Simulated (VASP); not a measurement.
# Ge (P-3m1) in VASP: further runs

The runs below take Ge through relaxation of cell and atoms, single point, with PBE+D3(BJ).

All numbers are computed with VASP 6.6.1; they aren't measurements. Logs are shortened: lines on timing, memory, paths and dates and some standing lists are left out, and cuts for length are marked.

### 1 The cell of the first run

The structure is trigonal, space group P-3m1 (No. 164). The conventional cell has a = 3.871 Å, b = 3.871 Å, c = 4.512 Å, α = 90.00°, β = 90.00°, γ = 120.00°. Ge (site symmetry 3m) has 3 Ge at 2.57 Å within 3.4 Å.

### 2 Relaxation of cell and atoms, PBE+D3(BJ)

INCAR reads:

```
PREC = Accurate ; ENCUT = 600
EDIFF = 1E-7 ; ISMEAR = 0
SIGMA = 0.1 ; LREAL = F
LASPH = T ; NELM = 100
ALGO = Normal ; ISIF = 3
LWAVE = F ; LCHARG = F
GGA = PE ; IVDW = 12
IBRION = 2 ; NSW = 90
EDIFFG = -0.04
```

KPOINTS reads:

```
regular mesh
0
Gamma
  6 6 4
```

POSCAR reads:

```
Ge
1.0
    3.8707853500      0.0000000000      0.0000000000
   -1.9353926700      3.3521984400      0.0000000000
    0.0000000000      0.0000000000      4.5122813800
Ge
2
Direct
    0.6666666700      0.3333333300      0.1409798400
    0.3333333300      0.6666666700      0.8590201600
```

Potentials or basis: VASP PAW PBE potentials, release 64 (Ge_d).

On the command line:

```sh
cat potpaw_PBE.64/Ge_d/POTCAR > POTCAR
mpirun -np 1 vasp_std > vasp.out
```

OUTCAR:

```text
PREC = Accurate
   ENCUT = 600
   EDIFF = 1E-7
   ISMEAR = 0
   LREAL = F
   LASPH = T
   NELM = 100
   ISIF = 3
   GGA = PE
   IVDW = 12
   IBRION = 2
   NSW = 90
   EDIFFG = -0.04
 IVDW          = 12

 ion  position               nearest neighbor table
   1  0.667  0.333  0.141-   2 2.57   2 2.57   2 2.57
   2  0.333  0.667  0.859-   1 2.57   1 2.57   1 2.57

  LATTYP: Found a hexagonal cell.
 ALAT       =     3.8707853500
 C/A-ratio  =     1.1657276165

  Lattice vectors:

 A1 = (   3.8707853500,   0.0000000000,   0.0000000000)
 A2 = (  -1.9353926700,   3.3521984400,   0.0000000000)
 A3 = (   0.0000000000,   0.0000000000,   4.5122813800)

Analysis of symmetry for initial positions (statically):
=====================================================================
 Subroutine PRICEL returns:
 Original cell was already a primitive cell.

 Routine SETGRP: Setting up the symmetry group for a
 hexagonal supercell.

 Subroutine GETGRP returns: Found 12 space group operations
 (whereof 12 operations were pure point group operations)
 out of a pool of 24 trial point group operations.

The static configuration has the point symmetry D_3d.

Analysis of symmetry for dynamics (positions and initial velocities):
=====================================================================
 Subroutine PRICEL returns:
 Original cell was already a primitive cell.

 Routine SETGRP: Setting up the symmetry group for a
 hexagonal supercell.

 Subroutine GETGRP returns: Found 12 space group operations
 (whereof 12 operations were pure point group operations)
 out of a pool of 24 trial point group operations.

The dynamic configuration has the point symmetry D_3d.

 Subroutine INISYM returns: Found 12 space group operations
 (whereof 12 operations are pure point group operations),
 and found     1 'primitive' translations

----------------------------------------------------------------------------------------

                                     Primitive cell

  volume of cell :      58.5497

  direct lattice vectors                    reciprocal lattice vectors
     3.870785350  0.000000000  0.000000000     0.258345506  0.149155847  0.000000000
    -1.935392670  3.352198440  0.000000000     0.000000000  0.298311695  0.000000000
     0.000000000  0.000000000  4.512281380     0.000000000  0.000000000  0.221617385

  length of vectors
     3.870785350  3.870785343  4.512281380     0.298311695  0.298311695  0.221617385

  position of ions in fractional coordinates (direct lattice)
     0.666666670  0.333333330  0.140979840
     0.333333330  0.666666670  0.859020160

  ion indices of the primitive-cell ions
   primitive index   ion index
                 1           1
                 2           2

----------------------------------------------------------------------------------------

 KPOINTS: regular mesh

Automatic generation of k-mesh.
 Grid dimensions read from file:
 generate k-points for:    6    6    4

 Generating k-lattice:

  Cartesian coordinates                     Fractional coordinates (reciprocal lattice)
     0.043057584  0.024859308  0.000000000     0.166666667  0.000000000  0.000000000
     0.000000000  0.049718616  0.000000000     0.000000000  0.166666667  0.000000000
     0.000000000  0.000000000  0.055404346     0.000000000  0.000000000  0.250000000

  Length of vectors
     0.049718616  0.049718616  0.055404346

  Shift w.r.t. Gamma in fractional coordinates (k-lattice)
     0.000000000  0.000000000  0.000000000

 Subroutine IBZKPT returns following result:
 ===========================================

 Found     24 irreducible k-points:

 Following reciprocal coordinates:
            Coordinates               Weight
  0.000000  0.000000  0.000000      1.000000
  0.166667 -0.000000  0.000000      6.000000
  0.333333  0.000000  0.000000      6.000000
  0.500000 -0.000000  0.000000      3.000000
  0.166667  0.166667  0.000000      6.000000
  0.333333  0.166667  0.000000     12.000000
[... 16 lines left out ...]
  0.333333  0.166667  0.500000     12.000000
  0.333333  0.333333  0.500000      2.000000
   k-points           NKPTS =     24   k-points in BZ     NKDIM =     24   number of bands    NBANDS=     18
   number of dos      NEDOS =    301   number of ions     NIONS =      2
   total plane-waves  NPLWV =  36864
   dimension x,y,z NGX =    32 NGY =   32 NGZ =   36
   dimension x,y,z NGXF=    64 NGYF=   64 NGZF=   72
   ions per type =               2
   NGX,Y,Z   is equivalent  to a cutoff of  13.74, 13.74, 13.26 a.u.
   NGXF,Y,Z  is equivalent  to a cutoff of  27.49, 27.49, 26.53 a.u.
 SYSTEM =  unknown system
   PREC   = accura    normal or accurate (medium, high low for compatibility)
   ISTART =      0    job   : 0-new  1-cont  2-samecut
   ICHARG =      2    charge: 1-file 2-atom 10-const
   ISPIN  =      1    spin polarized calculation?
   LNONCOLLINEAR =      F non collinear calculations
   LSORBIT =      F    spin-orbit coupling
   LASPH  =      T    aspherical Exc in radial PAW
   ENCUT  =  600.0 eV  44.10 Ry    6.64 a.u.   7.73  7.73  9.01*2*pi/ulx,y,z
   NELM   =    100;   NELMIN=  2; NELMDL= -5     # of ELM steps
   EDIFF  = 0.1E-06   stopping-criterion for ELM
   LREAL  =      F    real-space projection
   EDIFFG = -.4E-01   stopping-criterion for IOM
   NSW    =     90    number of steps for IOM
   IBRION =      2    ionic relax: 0-MD 1-quasi-New 2-CG
   NFREE  =      1    steps in history (QN), initial steepest desc. (CG)
   ISIF   =      3    stress and relaxation
   ISYM   =      2    0-nonsym 1-usesym 2-fastsym
   POTIM  = 0.5000    time-step for ionic-motion
   TEBEG  =    0.0;   TEEND  =   0.0 temperature during run
   PSTRESS=    0.0 pullay stress
   NELECT =      28.0000    total number of electrons
   NUPDOWN=      -1.0000    fix difference up-down
   EMIN   =  10.00;   EMAX   =-10.00  energy-range for DOS
   EFERMI =   0.00;   METHOD = LEGACY
   ISMEAR =     0;   SIGMA  =   0.10  broadening in eV -4-tet -1-fermi 0-gaus
   EFERMI_NEDOS =   21; number of points for ismear=-14 and -15
   IALGO  =     38    algorithm
   IMIX   =      4    mixing-type and parameters
     AMIX     =   0.40;   BMIX     =  1.00
     AMIX_MAG =   1.60;   BMIX_MAG =  1.00
  volume/ion in A,a.u.               =      29.27       197.56
  Fermi-wavevector in a.u.,A,eV,Ry     =   1.280224  2.419272 22.299576  1.638973
  Thomas-Fermi vector in A             =   2.412664
   LORBIT       =      0    0 simple, 1 ext, 2 COOP (PROOUT), +10 PAW based schemes
   GGA     = PE    functional components
   LHFCALC =     F    Hartree Fock is set to
   AEXX    =    0.0000 exact exchange contribution
   IVDW    =    12    specifies the selected vdW correction
   LEPSILON=     F    determine dielectric tensor
   LRPA    =     F    only Hartree local field effects (RPA)
 conjugate gradient relaxation of ions
 non-spin polarized calculation
 Gauss-broadening in eV      SIGMA  =   0.10
  energy-cutoff  :      600.00
  volume of cell :       58.55
 maximum number of plane-waves:      2010
 NGX is ok and might be reduce to    32
   NGX = 15   NGY = 15   NGZ = 19

--------------------------------------- Ionic step        1  -------------------------------------------

 number of electron      27.9999999 magnetization

 Free energy of the ion-electron system (eV)
  ---------------------------------------------------
  ext. energy  EPLUGINS =         0.00000000
  ---------------------------------------------------
  free energy    TOTEN  =        -7.82461348 eV

  energy without entropy =       -7.82294940  energy(sigma->0) =       -7.82378144

------------------------ aborting loop because EDIFF is reached ----------------------------------------

 Edisp (eV)   -0.57063

 E8    (eV) :    -0.2534

  FORCE on cell =-STRESS in cart. coord.  units (eV):
  Direction    XX          YY          ZZ          XY          YZ          ZX
  --------------------------------------------------------------------------------------
  -------------------------------------------------------------------------------------
  Total      -1.33953    -1.33953    -2.32856    -0.00000     0.00000    -0.00000
  in kB     -36.65536   -36.65536   -63.71951    -0.00000     0.00000    -0.00000
  external pressure =      -45.68 kB  Pullay stress =        0.00 kB
[... 97 lines left out ...]
  FREE ENERGIE OF THE ION-ELECTRON SYSTEM (eV)
  ---------------------------------------------------
  free  energy   TOTEN  =        -8.5188172641 eV

  energy  without entropy=       -8.5140468482  energy(sigma->0) =       -8.51643206

 E-fermi :   4.0554     XC(G=0):  -9.7563

 val. band max:        4.0190464707   @ k =   0.5000  -0.0000   0.2500
 cond. band min:       4.1253790763   @ k =   0.1667  -0.0000   0.5000
 fundamental gap:      0.1063326055
 Fermi energy:         4.0553755460

 k-point     1 :       0.0000    0.0000    0.0000
  band No.  band energies     occupation
      1     -20.5333      2.00000
      2     -20.5333      2.00000
      3     -20.4573      2.00000
      4     -20.4389      2.00000
      5     -20.4389      2.00000
      6     -20.3960      2.00000
[... 10 lines left out ...]
     17       7.8399      0.00000
     18       7.8399      0.00000
[... 466 lines left out ...]
      2     -20.4805      2.00000
      3     -20.4805      2.00000
      4     -20.3830      2.00000
      5     -20.3788      2.00000
      6     -20.3416      2.00000
[... 10 lines left out ...]
     17      11.6294      0.00000
     18      11.6294      0.00000

 E-fermi :   4.5736     XC(G=0):  -9.9853

 val. band max:        4.5733268386   @ k =   0.3333   0.0000   0.0000
 cond. band min:       4.6668281954   @ k =   0.1667  -0.0000   0.0000
 fundamental gap:      0.0935013568
 Fermi energy:         4.5735743956

 k-point     1 :       0.0000    0.0000    0.0000
  band No.  band energies     occupation
      1     -20.1071      2.00000
      2     -20.1071      2.00000
      3     -20.0396      2.00000
      4     -20.0227      2.00000
      5     -20.0227      2.00000
      6     -19.9997      2.00000
[... 10 lines left out ...]
     17       7.8214      0.00000
     18      11.6874      0.00000
[... 466 lines left out ...]
      2     -20.0680      2.00000
      3     -20.0680      2.00000
      4     -19.9850      2.00000
      5     -19.9658      2.00000
      6     -19.9392      2.00000
[... 10 lines left out ...]
     17      11.6940      0.00000
     18      11.6940      0.00000

[... ionic steps 4 to 13 ...]

--------------------------------------- Ionic step       14  -------------------------------------------

 number of electron      28.0000004 magnetization

------------------------ aborting loop because EDIFF is reached ----------------------------------------

 Edisp (eV)   -0.62122

 E8    (eV) :    -0.2757
[... 69 lines left out ...]
  energy  without entropy=       -9.1300451323  energy(sigma->0) =       -9.13067240

--------------------------------------- Ionic step       16  -------------------------------------------

 number of electron      27.9999999 magnetization

 Free energy of the ion-electron system (eV)
  ---------------------------------------------------
  ext. energy  EPLUGINS =         0.00000000
  ---------------------------------------------------
  free energy    TOTEN  =        -8.51455528 eV

  energy without entropy =       -8.51306803  energy(sigma->0) =       -8.51381166

 E-fermi :   5.2982     XC(G=0): -10.3999

 val. band max:        5.2610705330   @ k =   0.0000   0.0000   0.2500
 cond. band min:       5.5120587210   @ k =   0.1667  -0.0000   0.0000
 fundamental gap:      0.2509881879
 Fermi energy:         5.2981960901

 k-point     1 :       0.0000    0.0000    0.0000
  band No.  band energies     occupation
      1     -19.3592      2.00000
      2     -19.3592      2.00000
      3     -19.3254      2.00000
      4     -19.2668      2.00000
      5     -19.2668      2.00000
      6     -19.2515      2.00000
[... 10 lines left out ...]
     17       8.2588      0.00000
     18       9.6822      0.00000
[... 514 lines left out ...]
  FREE ENERGIE OF THE ION-ELECTRON SYSTEM (eV)
  ---------------------------------------------------
  free  energy   TOTEN  =        -9.1323702994 eV

  energy  without entropy=       -9.1308830557  energy(sigma->0) =       -9.13162668

 reached required accuracy - stopping structural energy minimisation
```

Wall time 4.7 min (1 thread of Intel Xeon Platinum 8488C (Sapphire Rapids), shared host); peak memory 0.22 GiB.

What came out:

```
Free energy                           : -9.1324 eV
Relaxed volume                        : 21.47 Å³/atom
Relaxed cell                          : a = 3.961 Å, b = 3.961 Å, c = 3.160 Å, α = 90.00°, β = 90.00°, γ = 120.00°
Space group after relaxing (to 0.1 Å) : P-3m1 (No. 164)
Energy gained by relaxing             : 368.6 meV/atom
Ionic steps                           : 16
Pressure after relaxing               : 0.0 GPa
Largest force after relaxing          : 0.012 eV/Å
Band gap on the k mesh                : zero (bands 14 and 15 overlap by 6.09 eV)
Dispersion energy per atom            : -0.309 eV
```

Forces on the atoms (eV/Å):
```
Ge   0.000  0.000 -0.012
Ge   0.000  0.000  0.012
```

Step by step:
```tsv
step	energy change (eV)	largest force (eV/Å)	pressure (GPa)	volume (Å³)
1	0.0000	0.5222	-4.57	58.55
2	-0.1229	0.2768	0.91	51.75
3	-0.1236	0.2271	0.38	52.19
4	-0.1786	0.0548	0.09	51.41
5	-0.4841	0.0549	-0.15	48.73
6	-0.5046	0.0425	4.87	41.77
7	-0.6762	0.0268	1.57	46.46
8	-0.7071	0.2398	0.45	44.03
9	-0.7168	0.2563	0.25	44.77
10	-0.7253	0.0607	-0.72	45.25
11	-0.7254	0.0449	-0.84	45.29
12	-0.7322	0.0289	-0.76	44.20
13	-0.7334	0.0131	-0.47	43.58
14	-0.7361	0.0034	0.29	42.72
15	-0.7361	0.0044	0.24	42.73
16	-0.7371	0.0122	0.01	42.94
```

Final structure:
```cif
data_structure
_symmetry_space_group_name_H-M 'P 1'
_symmetry_Int_Tables_number 1
_cell_length_a 3.9614
_cell_length_b 3.9614
_cell_length_c 3.1595
_cell_angle_alpha 90.000
_cell_angle_beta 90.000
_cell_angle_gamma 120.000
_cell_volume 42.94
loop_
_atom_site_label
_atom_site_type_symbol
_atom_site_fract_x
_atom_site_fract_y
_atom_site_fract_z
_atom_site_occupancy
Ge1 Ge 0.66667 0.33333 0.16891 1
Ge2 Ge 0.33333 0.66667 0.83109 1
```

Levels at points of the mesh, in eV from the Fermi level:
```
           k point  band 11  band 12  band 13  band 14  band 15  band 16  band 17  band 18
(0.00, 0.00, 0.00)   -12.63    -2.15    -1.12    -1.12     2.28     2.96     2.96     4.38
(0.50, 0.00, 0.00)   -10.47    -8.58    -2.83    -0.38     3.78     4.74     7.51     8.61
(0.00, 0.00, 0.50)   -10.10    -7.28     0.98     0.98     1.76     2.79     3.80     3.80
(0.50, 0.00, 0.50)    -8.02    -6.46    -4.51    -2.92    -0.51     2.84     3.19     4.55
```

Caveat: the volume moved by over 15 % at a fixed basis, so the end points are rough.

### 3 Relaxation of cell and atoms, PBE+D3(BJ)

This run uses another cell than the first one, of 23.83 Å³/atom.

INCAR reads:

```
SYSTEM = Ge
ALGO = Normal
EDIFF = 1E-7
EDIFFG = -0.04
ENCUT = 600
GGA = PE
IBRION = 2
ISIF = 3
ISMEAR = 0
IVDW = 12
LASPH = .True.
LCHARG = .False.
LREAL = .False.
LWAVE = .False.
NELM = 60
NSW = 90
PREC = Accurate
SIGMA = 0.1
```

KPOINTS reads:

```
k-points
0
Gamma
  6 6 6
  0 0 0
```

POSCAR reads:

```
Ge
1.0
    4.0817968235      0.0000000000      0.0000000000
   -2.0408984118      3.5349397422      0.0000000000
    0.0000000000      0.0000000000      3.3030267976
Ge
2
Direct
    0.6666666667      0.3333333333      0.1488938273
    0.3333333333      0.6666666667      0.8511061727
```

Potentials or basis: VASP PAW PBE potentials, release 64 (Ge_d).

On the command line:

```sh
cat potpaw_PBE.64/Ge_d/POTCAR > POTCAR
mpirun -np 1 vasp_std > vasp.out
```

Run time: 57 s. Hardware: 1 thread of Intel Xeon Platinum 8488C (Sapphire Rapids), shared host; peak memory 0.21 GiB.

The run converged. Its results:

```yaml
Free_energy: -9.0245 eV
Relaxed_volume: 24.09 Å³/atom
Relaxed_cell: a = 4.099 Å, b = 4.099 Å, c = 3.312 Å, α = 90.00°, β = 90.00°, γ = 120.00°
Space_group_after_relaxing_to_0.1_Å: P-3m1 (No. 164)
Energy_gained_by_relaxing: 0.5 meV/atom
Ionic_steps: 2
Pressure_after_relaxing: 0.1 GPa
Largest_force_after_relaxing: 0.008 eV/Å
Band_gap_on_the_k_mesh: zero (bands 14 and 15 overlap by 5.48 eV)
Dispersion_energy_per_atom: -0.314 eV
```

Forces in eV/Å, atoms in the order of the input:
```
Ge   0.000  0.000  0.008
Ge   0.000  0.000 -0.008
```

Stress tensor (GPa, compression positive):
```
 0.22  0.00  0.00
 0.00  0.22  0.00
 0.00  0.00 -0.18
```

The path:
| step | energy change (eV) | largest force (eV/Å) | pressure (GPa) | volume (Å³) |
| --- | --- | --- | --- | --- |
| 1 | 0.0000 | 0.0246 | 0.51 | 47.66 |
| 2 | -0.0010 | 0.0081 | 0.08 | 48.19 |

Final structure:
```
Ge
1.0
     4.09885    0.00000    0.00000
    -2.04942    3.54971    0.00000
     0.00000    0.00000    3.31177
Ge
2
Direct
  0.66667 0.33333 0.14925
  0.33333 0.66667 0.85075
```

Levels at points of the mesh, in eV from the Fermi level:
| k point | band 10 | band 11 | band 12 | band 13 | band 14 | band 15 | band 16 | band 17 | band 18 |
| --- | --- | --- | --- | --- | --- | --- | --- | --- | --- |
| (0.00, 0.00, 0.00) | -24.33 | -11.82 | -2.59 | -0.97 | -0.97 | 2.36 | 3.02 | 3.02 | 3.60 |
| (0.50, 0.00, 0.00) | -24.31 | -9.88 | -8.07 | -2.48 | -0.29 | 3.44 | 4.01 | 6.98 | 8.00 |
| (0.00, 0.00, 0.50) | -24.33 | -9.90 | -6.37 | 0.60 | 0.60 | 0.93 | 2.73 | 3.84 | 3.84 |
| (0.50, 0.00, 0.50) | -24.31 | -8.04 | -6.45 | -3.77 | -2.18 | -0.75 | 2.51 | 3.70 | 4.80 |

(Continued in part 2 of 2.)
